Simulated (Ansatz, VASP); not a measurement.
**One calculation of Ta, two programs**

The input INCAR:

```
SYSTEM = Ta
  PREC = Accurate
  ENCUT = 520
  EDIFF = 1E-7
  ISMEAR = -1
  SIGMA = 0.05
  LREAL = .FALSE.
  LASPH = .TRUE.
  NELM = 60
  ALGO = Normal
  ISIF = 2
  LWAVE = .FALSE.
  LCHARG = .FALSE.
  GGA = PS
  NBANDS = 12
```

File KPOINTS:

```
regular mesh
0
G
  14 14 14
  0 0 0
```

The input POSCAR:

```
Ta
1.0
    2.1494215002      0.0000000000      0.0000000000
    0.0000000000      2.1494215002      0.0000000000
    0.0000000000      0.0000000000      2.1494215002
Ta
1
Direct
    0.0000000000      0.0000000000      0.0000000000
```

Input for Ansatz:

```yaml
crystal:
  lattice:
    - [2.1494215002, 0.0, 0.0]
    - [0.0, 2.1494215002, 0.0]
    - [0.0, 0.0, 2.1494215002]
  atoms:
    - { symbol: Ta, position: [0.0, 0.0, 0.0] }
kpoints:
  mp_grid: { grid: [14, 14, 14] }
scf:
  occupations: { method: fermi_dirac, width: 0.05 }
hamiltonian:
  xc: pbesol
  pseudopotentials: { kind: paw }
output:
  forces: true
  stress: true
  eigenvalues: true
  populations: true
```

Change from the starting cell: volume scaled by 0.5, PAW files.

Alike in both runs: task single point; functional PBEsol; k mesh 14 × 14 × 14; occupations fermi-dirac, width 0.05 eV; no spin polarisation.

```csv
,VASP,Ansatz
version,VASP 6.6.1,Ansatz 0.2.0
potentials or method,"VASP PAW PBE potentials, release 64 (Ta_pv)","PAW with Ansatz's default frozen-core files, scalar-relativistic"
plane-wave cutoff (eV),520,420
valence electrons in the cell,11,13
```

|  | VASP | Ansatz | Ansatz less VASP |
| --- | --- | --- | --- |
| pressure (GPa) | 444.5 | 434.0 | -10.56 |

VASP's potentials were made for PBE, not for PBEsol. Both programs put the cell under a high pressure, so it lies far from rest at this level. VASP's potentials hold 11 valence electrons a cell and Ansatz's 13, so a difference there can come from the potentials and not from the codes.

Spin-orbit coupling is off throughout. Noted on VASP's run: the cell as given lies far from equilibrium.
